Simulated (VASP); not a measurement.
Write the native input for VASP 6.6.1 that does the following.

* Task: single point
* Functional: PBE
* Potentials or basis: VASP PAW PBE potentials, release 64 (Ir)
* Cutoff: 500 eV
* k mesh: 4 × 4 × 4
* Occupations: fermi-dirac, width 0.15 eV
* Spin: no spin polarisation
* Dipole correction: no
* Further INCAR settings: ALGO = Normal; EDIFF = 1e-06; NBANDS = 10

The structure of Ir lies in POSCAR:

```
Ir
1.0
    0.0000000000      1.9224103500      1.9224103500
    1.9224103500      0.0000000000      1.9224103500
    1.9224103500      1.9224103500      0.0000000000
Ir
1
Direct
    0.0000000000      0.0000000000      0.0000000000
```

These files were run (other wordings do the same):

INCAR

```
ALGO     = Normal         # electronic algorithm
EDIFF    = 1E-6           # SCF threshold, eV
ENCUT    = 500            # plane-wave cutoff, eV
GGA      = PE             # functional
GGA_COMPAT= False        
ISIF     = 2              # what is computed and relaxed
ISMEAR   = -1             # smearing method
LASPH    = True           # aspherical terms in the spheres
LCHARG   = False          # write CHGCAR
LREAL    = False          # projectors in reciprocal space
LWAVE    = False          # write WAVECAR
NBANDS   = 10             # bands
NELM     = 120            # most SCF steps
PREC     = Accurate       # precision mode
SIGMA    = 0.15           # smearing width, eV
```

KPOINTS

```
k-points
0
Gamma
  4 4 4
```

Potentials or basis: VASP PAW PBE potentials, release 64 (Ir).

The run is started by

```bash
$ cat potpaw_PBE.64/Ir/POTCAR > POTCAR
$ mpirun -np 1 vasp_std > vasp.out
```

It gave:

```json
{"Pressure": "-1.6 GPa"}
```

Caveat: the k points lie up to 0.71 Å⁻¹ apart.

It took 6.3 s on 1 thread of AMD EPYC 7R13 (shared host), peak memory 0.09 GiB.
